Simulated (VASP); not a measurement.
Set up this calculation in VASP 6.6.1, as the native input.

- Task: single point
- Functional: PBE
- Potentials or basis: VASP PAW PBE potentials, release 64 (Zr_sv, Al, N)
- Cutoff: 600 eV
- k mesh: 6 × 6 × 2
- Occupations: gaussian, width 0.1 eV
- Spin: no spin polarisation
- Dipole correction: no
- Further INCAR settings: ALGO = Normal; EDIFF = 1e-06; NBANDS = 30

The structure of Zr2AlN3 lies in POSCAR:

```
Zr2AlN3
1.0
    3.3576657200      0.0000000000      0.0000000000
   -1.6788328600      2.9078238100      0.0000000000
    0.0000000000      0.0000000000      8.2245677400
Zr Al N
2 1 3
Direct
    0.3333333300      0.6666666700      0.1666666700
    0.6666666700      0.3333333300      0.8333333300
    0.0000000000      0.0000000000      0.5000000000
    0.3333333300      0.6666666700      0.6666666700
    0.6666666700      0.3333333300      0.3333333300
    0.0000000000      0.0000000000      0.0000000000
```

These files were run (other wordings do the same):

INCAR

```
SYSTEM = Zr2AlN3
  PREC = Accurate
  ENCUT = 600
  EDIFF = 1E-6
  ISMEAR = 0
  SIGMA = 0.1
  LREAL = .FALSE.
  LASPH = .TRUE.
  NELM = 120
  ALGO = Normal
  ISIF = 2
  LWAVE = .FALSE.
  LCHARG = .FALSE.
  GGA = PE
  NBANDS = 30
  GGA_COMPAT = .FALSE.
```

KPOINTS

```
Automatic mesh
0
G
  6 6 2
  0 0 0
```

Potentials or basis: VASP PAW PBE potentials, release 64 (Zr_sv, Al, N).

Run with:

```sh
$ cat potpaw_PBE.64/Zr_sv/POTCAR potpaw_PBE.64/Al/POTCAR potpaw_PBE.64/N/POTCAR > POTCAR
$ mpirun -np 1 vasp_std > vasp.out
```

Results of the run:

| Quantity | Value |
| --- | --- |
| Pressure | -27.6 GPa |
| Largest force | 1.436 eV/Å |
| Band gap on the k mesh | zero (bands 21 and 22 overlap by 1.23 eV) |

Caveat: the k points lie up to 0.38 Å⁻¹ apart, too coarse for converged energies and pressures of a metal; forces of over 1 eV/Å act on the atoms, so gaps and moduli don't describe the material at rest.

Run time: 21 s on 1 thread of Intel(R) Xeon(R) 6975P-C (Granite Rapids) (shared host), peak memory 0.23 GiB.
